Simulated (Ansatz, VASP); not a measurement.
# WC in VASP and in Ansatz

The input INCAR:

```
SYSTEM = WC
PREC     = Accurate       ! precision mode
ENCUT    = 520            ! plane-wave cutoff, eV
EDIFF    = 1E-8           ! SCF threshold, eV
ISMEAR   = -1             ! smearing method
SIGMA    = 0.05           ! smearing width, eV
LREAL    = .FALSE.        ! projectors in reciprocal space
LASPH    = .TRUE.         ! aspherical terms in the spheres
NELM     = 80             ! most SCF steps
ALGO     = Normal         ! electronic algorithm
ISIF     = 2              ! what is computed and relaxed
LWAVE    = .FALSE.        ! write WAVECAR
LCHARG   = .FALSE.        ! write CHGCAR
GGA      = PS             ! functional
LEFG     = .TRUE.       
NBANDS   = 16             ! bands
```

The input KPOINTS:

```
regular mesh
0
G
  14 14 13
  0 0 0
```

The input POSCAR:

```
WC
1.0
    2.9573884556      0.0000000000      0.0000000000
   -1.4786942278      2.5611735314      0.0000000000
    0.0000000000      0.0000000000      2.8844846746
W C
1 1
Direct
    0.0000000000      0.0000000000      0.0000000000
    0.6666666667      0.3333333333      0.5000000000
```

Input for Ansatz:

```yaml
crystal:
  lattice:
    - [2.9573884556, 0.0, 0.0]
    - [-1.4786942278, 2.5611735314, 0.0]
    - [0.0, 0.0, 2.8844846746]
  atoms:
    - { symbol: W, position: [0.0, 0.0, 0.0] }
    - { symbol: C, position: [0.6666666667, 0.3333333333, 0.5] }
kpoints:
  mp_grid: { grid: [14, 14, 13] }
scf:
  occupations: { method: fermi_dirac, width: 0.05 }
hamiltonian:
  xc: pbesol
  pseudopotentials: { kind: all_electron, datasets: crystal }
output:
  forces: true
  stress: true
  eigenvalues: true
  efg: { contact_densities: true }
```

Change from the starting cell: volume scaled by 1.06, crystal datasets.

Alike in both runs: task electric field gradients; functional PBEsol; k mesh 14 × 14 × 13; occupations fermi-dirac, width 0.05 eV; no spin polarisation.

|  | VASP | Ansatz |
| --- | --- | --- |
| version | VASP 6.6.1 | Ansatz 0.2.0 |
| potentials or method | VASP PAW PBE potentials, release 64 (W_sv, C), cutoff 520 eV | all-electron PAW with datasets made for the crystal, scalar-relativistic |

```csv
,VASP,Ansatz,Ansatz less VASP
pressure (GPa),-20.7,-21.5,-0.85
"traceless stress, the component that is largest in VASP (GPa)",-1.92,-2.12,-0.193
size of Vzz on the site where it differs most (V/Å²),121.9,111.6,-10.22
```

VASP's potentials were made for PBE, not for PBEsol. Ansatz ran all-electron here, and VASP with PAW potentials.

Neither program's run includes spin-orbit coupling.
